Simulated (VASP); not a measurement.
# RbMgH2: single point with PBE

RbMgH2:

```
CELL_PARAMETERS angstrom
4.73199 0.00000 0.00000
-2.36600 4.09803 0.00000
0.00000 0.00000 9.20199
ATOMIC_POSITIONS crystal
Rb 0.00000 0.00000 0.00000
Mg 0.00000 0.00000 0.50000
H 0.33333 0.66667 0.00000
H 0.66667 0.33333 0.00000
```

The cell was built from a structure type or drawn by symmetry, and may not be a known phase.

```yaml
Program: VASP 6.6.1
Task: single point
Functional: PBE
Potentials_or_basis: VASP PAW PBE potentials, release 64 (Rb_sv, Mg, H)
Cutoff: 520 eV
k_mesh: 12 × 12 × 6
Occupations: gaussian, width 0.1 eV
Spin: no spin polarisation
Dipole_correction: no
Further_INCAR_settings: ALGO = Normal; EDIFF = 1e-07; NBANDS = 14
```

```
Pressure               : 0.0 GPa
Band gap on the k mesh : zero (an odd number of electrons rules out a gap without spin polarisation)
```

Levels at points of the mesh, in eV from the Fermi level:
```
           k point  band 4  band 5  band 6  band 7  band 8  band 9
(0.00, 0.00, 0.00)   -9.46   -2.27   -1.62    1.18    1.79    4.75
(0.50, 0.00, 0.00)   -9.50   -0.58   -0.46   -0.25    1.43    3.23
(0.00, 0.00, 0.50)   -9.46   -2.20   -1.72    1.18    1.87    4.46
(0.50, 0.00, 0.50)   -9.50   -0.53   -0.45   -0.29    1.35    3.00
```

Run time: 3.3 min on 1 thread of AMD EPYC 7R43 64-Core Processor (Zen 3) (shared host), peak memory 0.39 GiB.
